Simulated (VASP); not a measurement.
A run of VASP 6.6.1:

File INCAR:

```
PREC = Accurate
ENCUT = 520
EDIFF = 1E-6
ISMEAR = 1
SIGMA = 0.15
LREAL = False
LASPH = True
NELM = 60
ALGO = Normal
ISIF = 2
LWAVE = False
LCHARG = False
GGA = PS
NBANDS = 13
```

The input KPOINTS:

```
regular mesh
0
Gamma
  7 7 7
```

POSCAR

```
SrMg
1.0
    0.0000000000      3.5455614653      3.5455614653
    3.5455614653      0.0000000000      3.5455614653
    3.5455614653      3.5455614653      0.0000000000
Sr Mg
1 1
Direct
    0.5000000000      0.5000000000      0.5000000000
    0.0000000000      0.0000000000      0.0000000000
```

Potentials or basis: VASP PAW PBE potentials, release 64 (Sr_sv, Mg).

Run with:

```console
$ cat potpaw_PBE.64/Sr_sv/POTCAR potpaw_PBE.64/Mg/POTCAR > POTCAR
$ mpirun -np 1 vasp_std > vasp.out
```

Hardware: 1 thread of Intel(R) Xeon(R) Platinum 8488C (Sapphire Rapids), with other jobs on the host.

Task: How long does it take, and how much memory?

Result: Run time: 18 s on 1 thread of Intel(R) Xeon(R) Platinum 8488C (Sapphire Rapids) (shared host), peak memory 0.24 GiB. Counts: scf iterations 11, k points 20.
